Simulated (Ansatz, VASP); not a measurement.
**Cd: VASP beside Ansatz**

```
Cd
1.0
     3.11854    0.00000    0.00000
    -1.55927    2.70073    0.00000
     0.00000    0.00000    5.75360
Cd
2
Cartesian
  0.0000 1.8005 1.4384
  1.5593 0.9002 4.3152
```

Alike in both runs: functional RPBE; k mesh 14 × 14 × 8; no spin polarisation.

Ansatz relaxed the structure, and its values are those at the end. VASP's run is a single point on that final structure, the one shown.

|  | VASP | Ansatz |
| --- | --- | --- |
| version | VASP 6.6.1 | Ansatz 0.2.0 |
| potentials or method | VASP PAW PBE potentials, release 64 (Cd) | PAW with Ansatz's default frozen-core files, scalar-relativistic |
| plane-wave cutoff (eV) | 520 | 420 |
| occupations | methfessel-paxton of order 1, width 0.001 eV | cold, width 0.001 eV |
| valence electrons in the cell | 24 | 40 |

VASP gave:

- pressure (GPa): 0.2

Q: What did Ansatz give for the same quantities?

A: Pressure (GPa): 0.0.

VASP's potentials were made for PBE, not for RPBE. VASP's potentials hold 24 valence electrons a cell and Ansatz's 40, so a difference there can come from the potentials and not from the codes.
